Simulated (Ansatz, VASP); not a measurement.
One calculation of NaI, two programs

File INCAR:

```
SYSTEM = NaI
PREC = Accurate
ENCUT = 520
EDIFF = 1E-8
ISMEAR = -1
SIGMA = 0.02
LREAL = .FALSE.
LASPH = .TRUE.
NELM = 80
ALGO = Normal
ISIF = 2
LWAVE = .FALSE.
LCHARG = .FALSE.
GGA = CA
LEFG = .TRUE.
NBANDS = 14
```

The input KPOINTS:

```
regular mesh
0
G
  8 8 8
  0 0 0
```

File POSCAR:

```
NaI
1.0
    0.0000000000      3.2364000000      3.2687640000
    3.2364000000      0.0000000000      3.2687640000
    3.2364000000      3.2364000000      0.0000000000
Na I
1 1
Direct
    0.0000000000      0.0000000000      0.0000000000
    0.5000000000      0.5000000000      0.5000000000
```

Input for Ansatz:

```yaml
crystal:
  lattice:
    - [0.0, 3.2364, 3.268764]
    - [3.2364, 0.0, 3.268764]
    - [3.2364, 3.2364, 0.0]
  atoms:
    - { symbol: Na, position: [0.0, 0.0, 0.0] }
    - { symbol: I, position: [0.5, 0.5, 0.5] }
kpoints:
  mp_grid: { grid: [8, 8, 8] }
scf:
  occupations: { method: fermi_dirac, width: 0.02 }
hamiltonian:
  xc: lda
  pseudopotentials: { kind: all_electron, datasets: crystal }
output:
  forces: true
  stress: true
  eigenvalues: true
  efg: { contact_densities: true }
```

Change from the starting cell: zz strain of +1 %, crystal datasets.

Alike in both runs: task electric field gradients; functional LDA; k mesh 8 × 8 × 8; occupations fermi-dirac, width 0.02 eV; no spin polarisation.

|  | VASP | Ansatz |
| --- | --- | --- |
| version | VASP 6.6.1 | Ansatz 0.2.0 |
| potentials or method | VASP PAW LDA potentials, release 64 (Na_pv, I), cutoff 520 eV | all-electron PAW with datasets made for the crystal, scalar-relativistic |

```csv
,VASP,Ansatz,Ansatz less VASP
gap on the k mesh at the Fermi level (eV),3.31,3.30,-0.013
pressure (GPa),-1.7,-1.8,-0.01
"traceless stress, the component that is largest in VASP (GPa)",-0.12,-0.12,+0.001
size of Vzz on the site where it differs most (V/Å²),1.1,1.4,+0.26
```

LDA's correlation is that of Perdew and Zunger in VASP and of Perdew and Wang (1992) in Ansatz. Ansatz ran all-electron here, and VASP with PAW potentials.

Neither program's run includes spin-orbit coupling.
